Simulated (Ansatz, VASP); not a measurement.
# One calculation of PbS, two programs

The input INCAR:

```
PREC = Accurate ; ENCUT = 520
EDIFF = 1E-7 ; ISMEAR = -1
SIGMA = 0.02 ; LREAL = False
LASPH = True ; NELM = 150
ALGO = Normal ; ISIF = 2
LWAVE = False ; LCHARG = True
MAGMOM = 0 0 0 0 0 0 ; LORBIT = 11
LSORBIT = True ; GGA_COMPAT = False
LORBMOM = True ; GGA = PE
LVHAR = True ; NBANDS = 32
```

Contents of KPOINTS:

```
Automatic mesh
0
Gamma
  8 8 8
```

POSCAR

```
PbS
1.0
    2.1005109211      1.2127305457      3.4301899190
   -2.1005109211      1.2127305457      3.4301899190
    0.0000000000     -2.4254610915      3.4301899190
Pb S
1 1
Direct
    0.9781436725      0.9781436725      0.9781436725
    0.4774576575      0.4774576575      0.4774576575
```

Input for Ansatz:

```yaml
crystal:
  lattice:
    - [2.1005109211, 1.2127305457, 3.430189919]
    - [-2.1005109211, 1.2127305457, 3.430189919]
    - [0.0, -2.4254610915, 3.430189919]
  atoms:
    - { symbol: Pb, position: [0.9781436725, 0.9781436725, 0.9781436725] }
    - { symbol: S, position: [0.4774576575, 0.4774576575, 0.4774576575] }
kpoints:
  mp_grid: { grid: [8, 8, 8] }
  band_path:
    path:
      - [0.0, 0.0, 0.0]
      - [-0.5, -0.5, -0.5]
      - [-0.5, -0.2499966014, -0.7500033986]
      - [-0.2499966014, 0.2499966014, -0.5]
      - [0.0, 0.0, -0.5]
      - [0.0, 0.3749983007, -0.3749983007]
      - [-0.3749983007, 0.0, -0.6250016993]
      - [-0.5, 0.0, -0.5]
    npoints: 1
hamiltonian:
  xc: pbe
scf:
  occupations: { method: fermi_dirac, width: 0.02 }
  n_extra_bands: 8
magnetization:
  noncollinear: true
  spin_orbit: true
output:
  forces: true
  stress: true
  eigenvalues: true
```

Alike in both runs: task single point; functional PBE; k mesh 8 × 8 × 8; occupations fermi-dirac, width 0.02 eV; non-collinear spin, spin-orbit coupling.

|  | VASP | Ansatz |
| --- | --- | --- |
| version | VASP 6.6.1 | Ansatz 0.2.0 |
| potentials or method | VASP PAW PBE potentials, release 64 (Pb_d, S) | plane waves, PAW |
| plane-wave cutoff (eV) | 520 | 420 |
| valence electrons in the cell | 20 | 20 |

Ansatz gave:

| Property | Result |
| --- | --- |
| pressure (GPa) | 1.4 |

**Question.** Which values does VASP return?

**Answer.** Pressure (GPa): 1.6.
